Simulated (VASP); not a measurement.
**Lu2SiF3: single point with PBE**

The system is Lu2SiF3.

```
Lu Si F
1.0
     3.23909    0.00000    0.00000
     0.00000    3.23909    0.00000
     0.00000    0.00000    9.77711
Lu Si F
2 1 3
Cartesian
  1.6195 1.6195 2.7231
  1.6195 1.6195 7.0540
  1.6195 1.6195 0.0000
  0.0000 0.0000 7.2377
  0.0000 0.0000 2.5394
  0.0000 0.0000 4.8886
```

The cell was generated, and may not be a known phase.

| Quantity | Value |
| --- | --- |
| Program | VASP 6.6.1 |
| Task | single point |
| Functional | PBE |
| Potentials or basis | VASP PAW PBE potentials, release 64 (Lu, Si, F) |
| Cutoff | 520 eV |
| k mesh | 12 × 12 × 4 |
| Occupations | gaussian, width 0.1 eV |
| Spin | no spin polarisation |
| Dipole correction | no |
| Further INCAR settings | ALGO = Fast; EDIFF = 1e-06; NBANDS = 46 |

```json
{"Pressure": "-0.6 GPa", "Largest force": "0.021 eV/Å", "Band gap on the k mesh": "zero (an odd number of electrons rules out a gap without spin polarisation)"}
```

Forces on the atoms (eV/Å):
```
Lu   0.000  0.000  0.021
Lu   0.000  0.000 -0.021
Si   0.000  0.000  0.000
F    0.000  0.000  0.011
F    0.000  0.000 -0.011
F    0.000  0.000  0.000
```

Stress tensor (GPa, compression positive):
```
-0.43  0.00  0.00
 0.00 -0.43  0.00
 0.00  0.00 -0.82
```

Levels at points of the mesh, in eV from the Fermi level:
| k point | band 35 | band 36 | band 37 | band 38 | band 39 | band 40 |
| --- | --- | --- | --- | --- | --- | --- |
| (0.00, 0.00, 0.00) | -4.92 | -2.66 | -1.76 | -1.69 | -1.16 | 0.71 |
| (0.50, 0.00, 0.00) | -4.76 | -2.60 | -1.68 | 1.07 | 1.35 | 1.41 |
| (0.50, 0.50, 0.00) | -4.65 | -1.59 | -1.59 | -0.55 | 0.23 | 0.23 |
| (0.00, 0.00, 0.50) | -4.89 | -3.33 | -1.74 | -1.71 | 0.13 | 0.29 |
| (0.50, 0.00, 0.50) | -4.78 | -2.58 | -1.72 | 0.69 | 1.41 | 1.62 |
| (0.50, 0.50, 0.50) | -4.66 | -1.67 | -1.67 | -0.87 | 0.52 | 0.52 |

Run time: 42 min on 1 thread of Oxide Virtual Turin-like Processor (shared host), peak memory 0.43 GiB.

Caveat: spin-orbit coupling is left out, which moves the levels of the heavy elements; an odd number of electrons without spin polarisation forces a metal; a magnetic or distorted state may lie lower.
